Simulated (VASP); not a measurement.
# CsBeH3 in VASP: single point with r2SCAN

Aim: the single point of CsBeH3 with r2SCAN.

Program: VASP 6.6.1. These are calculated values, not measurements. Logs are shortened: lines on timing, memory, paths and dates and some standing lists are left out, and cuts for length are marked.

## (1) The cell of the first run

The cell holds a disordered packing, 10 atoms: a = 7.361 Å, b = 5.061 Å, c = 7.258 Å, α = 105.03°, β = 99.83°, γ = 81.60°.

## (2) Single point, r2SCAN

File POSCAR:

```
CsBeH3
1.0
    7.3259580000      0.3639600000     -0.6151090000
    0.4145950000      4.9489400000     -0.9770670000
   -0.6173080000     -0.4478760000      7.2177810000
H Cs Be
6 2 2
Direct
    0.5731410000      0.1206730000      0.1743870000
    0.2867740000      0.3750380000      0.4058670000
    0.7927850000      0.4989170000      0.6534610000
    0.2449860000      0.9611960000      0.0320490000
    0.4999070000      0.2310230000      0.3834160000
    0.7992930000      0.1242230000      0.1938330000
    0.4317280000      0.9217190000      0.6815710000
    0.0181510000      0.5232430000      0.0485650000
    0.7393160000      0.5155500000      0.3770130000
    0.9263280000      0.9012470000      0.6721190000
```

File INCAR.step1:

```
PREC = Accurate
ENCUT = 520
ISMEAR = -1
SIGMA = 0.0296
LREAL = F
LASPH = T
NELM = 80
NBANDS = 25
GGA = PE
ALGO = Normal
EDIFF = 1E-4
LWAVE = T
LCHARG = F
```

File INCAR.step2:

```
PREC = Accurate
ENCUT = 520
EDIFF = 1E-6
ISMEAR = -1
SIGMA = 0.0296
LREAL = F
LASPH = T
NELM = 80
ALGO = Normal
ISIF = 2
LWAVE = F
LCHARG = T
METAGGA = R2SCAN
LMIXTAU = T
LELF = T
LVHAR = T
NBANDS = 25
ISTART = 1
```

File KPOINTS:

```
Automatic mesh
0
Gamma
  3 4 3
  0.5 0.5 0
```

Potentials or basis: VASP PAW PBE potentials, release 64 (H, Cs_sv, Be).

On the command line:

```
cat potpaw_PBE.64/H/POTCAR potpaw_PBE.64/Cs_sv/POTCAR potpaw_PBE.64/Be/POTCAR > POTCAR
cp INCAR.step1 INCAR
mpirun -np 1 vasp_std > vasp.out
cp INCAR.step2 INCAR
mpirun -np 1 vasp_std > vasp.out
```

OUTCAR:

```text
PREC = Accurate
   ENCUT = 520
   EDIFF = 1E-6
   ISMEAR = -1
   LREAL = F
   LASPH = T
   NELM = 80
   ISIF = 2
   METAGGA = R2SCAN
   ISTART = 1

 ion  position               nearest neighbor table
   1  0.573  0.121  0.174-
   2  0.287  0.375  0.406-
   3  0.793  0.499  0.653-
   4  0.245  0.961  0.032-
   5  0.500  0.231  0.383-
   6  0.799  0.124  0.194-
   7  0.432  0.922  0.682-
   8  0.018  0.523  0.049-
   9  0.739  0.516  0.377-
  10  0.926  0.901  0.672-

  LATTYP: Found a triclinic cell.
 ALAT       =     5.0614776558
 B/A-ratio  =     1.6401942709
 C/A-ratio  =     1.4339612535
 COS(alpha) =     0.0066318427
 COS(beta)  =     0.2592741601
 COS(gamma) =     0.4802312106

  Lattice vectors:

 A1 = (  -0.4145950000,  -4.9489400000,   0.9770670000)
 A2 = (   6.9113630000,  -4.5849800000,   0.3619580000)
 A3 = (  -0.6173080000,  -0.4478760000,   7.2177810000)

Analysis of symmetry for initial positions (statically):
=====================================================================
 Subroutine PRICEL returns:
 Original cell was already a primitive cell.

 Routine SETGRP: Setting up the symmetry group for a
 triclinic supercell.

 Subroutine GETGRP returns: Found  1 space group operations
 (whereof  1 operations were pure point group operations)
 out of a pool of  2 trial point group operations.

The static configuration has the point symmetry C_1 .

Analysis of symmetry for dynamics (positions and initial velocities):
=====================================================================
 Subroutine PRICEL returns:
 Original cell was already a primitive cell.

 Routine SETGRP: Setting up the symmetry group for a
 triclinic supercell.

 Subroutine GETGRP returns: Found  1 space group operations
 (whereof  1 operations were pure point group operations)
 out of a pool of  2 trial point group operations.

The dynamic configuration has the point symmetry C_1 .

 Subroutine INISYM returns: Found  1 space group operations
 (whereof  1 operations are pure point group operations),
 and found     1 'primitive' translations

----------------------------------------------------------------------------------------

                                     Primitive cell

  volume of cell :     255.8455

  direct lattice vectors                    reciprocal lattice vectors
     7.325958000  0.363960000 -0.615109000     0.137906535 -0.009338859  0.011215103
     0.414595000  4.948940000 -0.977067000    -0.009191060  0.205192031  0.011946452
    -0.617308000 -0.447876000  7.217781000     0.010508392  0.026980861  0.141119687

  length of vectors
     7.360739540  5.061477656  7.257962844     0.138676621  0.205744898  0.144059568

  position of ions in fractional coordinates (direct lattice)
     0.573141000  0.120673000  0.174387000
     0.286774000  0.375038000  0.405867000
     0.792785000  0.498917000  0.653461000
     0.244986000  0.961196000  0.032049000
     0.499907000  0.231023000  0.383416000
     0.799293000  0.124223000  0.193833000
     0.431728000  0.921719000  0.681571000
     0.018151000  0.523243000  0.048565000
     0.739316000  0.515550000  0.377013000
     0.926328000  0.901247000  0.672119000

  ion indices of the primitive-cell ions
   primitive index   ion index
                 1           1
                 2           2
                 3           3
                 4           4
                 5           5
                 6           6
                 7           7
                 8           8
                 9           9
                10          10

----------------------------------------------------------------------------------------

 KPOINTS: Automatic mesh

Automatic generation of k-mesh.
 Grid dimensions read from file:
 generate k-points for:    3    4    3

 Generating k-lattice:

  Cartesian coordinates                     Fractional coordinates (reciprocal lattice)
     0.045968845 -0.003112953  0.003738368     0.333333333  0.000000000 -0.000000000
    -0.002297765  0.051298008  0.002986613    -0.000000000  0.250000000  0.000000000
     0.003502797  0.008993620  0.047039896     0.000000000 -0.000000000  0.333333333

  Length of vectors
     0.046225540  0.051436224  0.048019856

  Shift w.r.t. Gamma in fractional coordinates (k-lattice)
     0.500000000  0.500000000  0.000000000

 Subroutine IBZKPT returns following result:
 ===========================================

 Found     18 irreducible k-points:

 Following reciprocal coordinates:
            Coordinates               Weight
  0.166667  0.125000 -0.000000      2.000000
  0.500000  0.125000 -0.000000      2.000000
 -0.166667  0.125000  0.000000      2.000000
  0.166667  0.375000  0.000000      2.000000
  0.500000  0.375000 -0.000000      2.000000
 -0.166667  0.375000 -0.000000      2.000000
[... 10 lines left out ...]
  0.500000 -0.125000  0.333333      2.000000
 -0.166667 -0.125000  0.333333      2.000000
   k-points           NKPTS =     18   k-points in BZ     NKDIM =     18   number of bands    NBANDS=     25
   number of dos      NEDOS =    301   number of ions     NIONS =     10
   total plane-waves  NPLWV = 120960
   dimension x,y,z NGX =    56 NGY =   40 NGZ =   54
   dimension x,y,z NGXF=   112 NGYF=   80 NGZF=  108
   ions per type =               6   2   2
   NGX,Y,Z   is equivalent  to a cutoff of  12.65, 13.14, 12.37 a.u.
   NGXF,Y,Z  is equivalent  to a cutoff of  25.30, 26.28, 24.74 a.u.
 SYSTEM =  unknown system
   PREC   = accura    normal or accurate (medium, high low for compatibility)
   ISTART =      1    job   : 0-new  1-cont  2-samecut
   ICHARG =      0    charge: 1-file 2-atom 10-const
   ISPIN  =      1    spin polarized calculation?
   LNONCOLLINEAR =      F non collinear calculations
   LSORBIT =      F    spin-orbit coupling
   LASPH  =      T    aspherical Exc in radial PAW
   ENCUT  =  520.0 eV  38.22 Ry    6.18 a.u.  13.69  9.41 13.50*2*pi/ulx,y,z
   NELM   =     80;   NELMIN=  2; NELMDL=  0     # of ELM steps
   EDIFF  = 0.1E-05   stopping-criterion for ELM
   LREAL  =      F    real-space projection
   EDIFFG = 0.1E-04   stopping-criterion for IOM
   NSW    =      0    number of steps for IOM
   IBRION =     -1    ionic relax: 0-MD 1-quasi-New 2-CG
   NFREE  =      0    steps in history (QN), initial steepest desc. (CG)
   ISIF   =      2    stress and relaxation
   ISYM   =      2    0-nonsym 1-usesym 2-fastsym
   POTIM  = 0.5000    time-step for ionic-motion
   TEBEG  =    0.0;   TEEND  =   0.0 temperature during run
   PSTRESS=    0.0 pullay stress
   NELECT =      28.0000    total number of electrons
   NUPDOWN=      -1.0000    fix difference up-down
   EMIN   =  10.00;   EMAX   =-10.00  energy-range for DOS
   EFERMI =   0.00;   METHOD = LEGACY
   ISMEAR =    -1;   SIGMA  =   0.03  broadening in eV -4-tet -1-fermi 0-gaus
   EFERMI_NEDOS =   21; number of points for ismear=-14 and -15
   IALGO  =     38    algorithm
   IMIX   =      4    mixing-type and parameters
     AMIX     =   0.40;   BMIX     =  1.00
     AMIX_MAG =   1.60;   BMIX_MAG =  1.00
  volume/ion in A,a.u.               =      25.58       172.65
  Fermi-wavevector in a.u.,A,eV,Ry     =   0.783072  1.479791  8.343113  0.613202
  Thomas-Fermi vector in A             =   1.886925
   LORBIT       =      0    0 simple, 1 ext, 2 COOP (PROOUT), +10 PAW based schemes
   METAGGA = R2SCAN    functional components
   LHFCALC =     F    Hartree Fock is set to
   AEXX    =    0.0000 exact exchange contribution
   IVDW    =     0    specifies the selected vdW correction
   LEPSILON=     F    determine dielectric tensor
   LRPA    =     F    only Hartree local field effects (RPA)
 non-spin polarized calculation
  energy-cutoff  :      520.00
  volume of cell :      255.85
 maximum number of plane-waves:      6922
 NGX is ok and might be reduce to    56
   NGX = 27   NGY = 19   NGZ = 27

 number of electron      27.9999999 magnetization

 Free energy of the ion-electron system (eV)
  ---------------------------------------------------
  ext. energy  EPLUGINS =         0.00000000
  ---------------------------------------------------
  free energy    TOTEN  =       -68.56368789 eV

  energy without entropy =      -68.54829955  energy(sigma->0) =      -68.55599372

 E-fermi :  -0.8106     XC(G=0):  -6.7894

 val. band max:       -0.8126771754   @ k =  -0.1667   0.3750   0.3333
 cond. band min:      -0.7854570844   @ k =   0.5000   0.1250  -0.0000
 fundamental gap:      0.0272200910
 Fermi energy:        -0.8106148233

 k-point     1 :       0.1667    0.1250   -0.0000
  band No.  band energies     occupation
      1     -23.4341      2.00000
      2     -22.9304      2.00000
      3     -10.0268      2.00000
      4      -9.9357      2.00000
      5      -9.8459      2.00000
      6      -9.5445      2.00000
[... 17 lines left out ...]
     24       4.6534      0.00000
     25       4.8663      0.00000

 k-point     2 :       0.5000    0.1250   -0.0000
  band No.  band energies     occupation
      1     -23.4339      2.00000
      2     -22.9305      2.00000
      3     -10.0337      2.00000
      4      -9.9368      2.00000
      5      -9.8463      2.00000
      6      -9.5444      2.00000
[... 17 lines left out ...]
     24       4.4872      0.00000
     25       4.8352      0.00000

 k-point     3 :      -0.1667    0.1250    0.0000
  band No.  band energies     occupation
      1     -23.4340      2.00000
      2     -22.9305      2.00000
      3     -10.0254      2.00000
      4      -9.9379      2.00000
      5      -9.8459      2.00000
      6      -9.5444      2.00000
[... 384 lines left out ...]
 k-point    17 :       0.5000   -0.1250    0.3333
  band No.  band energies     occupation
      1     -23.4339      2.00000
      2     -22.9305      2.00000
      3     -10.0419      2.00000
      4      -9.9449      2.00000
      5      -9.8568      2.00000
      6      -9.5449      2.00000
[... 17 lines left out ...]
     24       4.4498      0.00000
     25       4.8234      0.00000

 k-point    18 :      -0.1667   -0.1250    0.3333
  band No.  band energies     occupation
      1     -23.4340      2.00000
      2     -22.9304      2.00000
      3     -10.0236      2.00000
      4      -9.9416      2.00000
      5      -9.8513      2.00000
      6      -9.5660      2.00000
[... 17 lines left out ...]
     24       4.5916      0.00000
     25       4.7659      0.00000

------------------------ aborting loop because EDIFF is reached ----------------------------------------

  FORCE on cell =-STRESS in cart. coord.  units (eV):
  Direction    XX          YY          ZZ          XY          YZ          ZX
  --------------------------------------------------------------------------------------
  -------------------------------------------------------------------------------------
  Total       -4.0706735     -6.2745086     -7.2872552      0.4850132     -2.4449363     -2.6555322
  in kB      -25.4917201    -39.2927655    -45.6348741      3.0372911    -15.3108894    -16.6297010
  external PRESSURE =     -36.8064532 kB  Pullay stress =       0.0000000 kB

 VOLUME and BASIS-vectors are now :
 -----------------------------------------------------------------------------
  energy-cutoff  :      520.00
  volume of cell :      255.85
      direct lattice vectors                 reciprocal lattice vectors
     7.325958000  0.363960000 -0.615109000     0.137906535 -0.009338859  0.011215103
     0.414595000  4.948940000 -0.977067000    -0.009191060  0.205192031  0.011946452
    -0.617308000 -0.447876000  7.217781000     0.010508392  0.026980861  0.141119687

 POSITION                                       TOTAL-FORCE (eV/Angst)
 -----------------------------------------------------------------------------------
      4.14119      0.72770      0.78824         0.246872      0.195443      1.740430
      2.00584      1.77864      2.38662         1.217678     -0.410666      0.269826
      5.61137      2.46498      3.74141        -0.278663      0.069741     -1.403585
      2.17348      4.83171     -0.85852        -0.092396     -0.046792     -0.480477
      3.52139      1.15354      2.23419        -0.987454      0.549108     -1.398822
      5.78743      0.81887      0.78602        -0.695955      1.705305      0.398956
      3.12422      4.41340      3.75329        -0.123724      0.139838      0.030629
      0.31993      2.57435     -0.17188         0.363224      0.128542      0.125010
      5.39721      2.65165      1.76271         0.627022     -1.769738      1.386542
      6.74499      4.49634      3.40084        -0.276605     -0.560782     -0.668509
 -----------------------------------------------------------------------------------
    total drift:                               -0.000340      0.000253      0.000249

  FREE ENERGIE OF THE ION-ELECTRON SYSTEM (eV)
  ---------------------------------------------------
  free  energy   TOTEN  =       -68.5636878928 eV

  energy  without entropy=      -68.5482995495  energy(sigma->0) =      -68.55599372
```

Wall time 7.6 min (1 thread of Oxide Virtual Turin-like, shared host); peak memory 0.39 GiB.

What came out:

```
Free energy            : -68.5637 eV
Pressure               : -3.7 GPa
Largest force          : 2.334 eV/Å
Band gap on the k mesh : zero (bands 14 and 15 overlap by 0.11 eV)
```

Forces in eV/Å, atoms in the order of the input:
```
H    0.247  0.195  1.740
H    1.218 -0.411  0.270
H   -0.279  0.070 -1.404
H   -0.092 -0.047 -0.480
H   -0.987  0.549 -1.399
H   -0.696  1.705  0.399
Cs  -0.124  0.140  0.031
Cs   0.363  0.129  0.125
Be   0.627 -1.770  1.387
Be  -0.277 -0.561 -0.669
```

Caveat: the PAW data sets were made with another functional, which shifts forces and pressure a little; spin-orbit coupling is left out, which moves the levels of the heavy elements.

The gap in the log of VASP goes by the Fermi energy; the results here count the filled bands.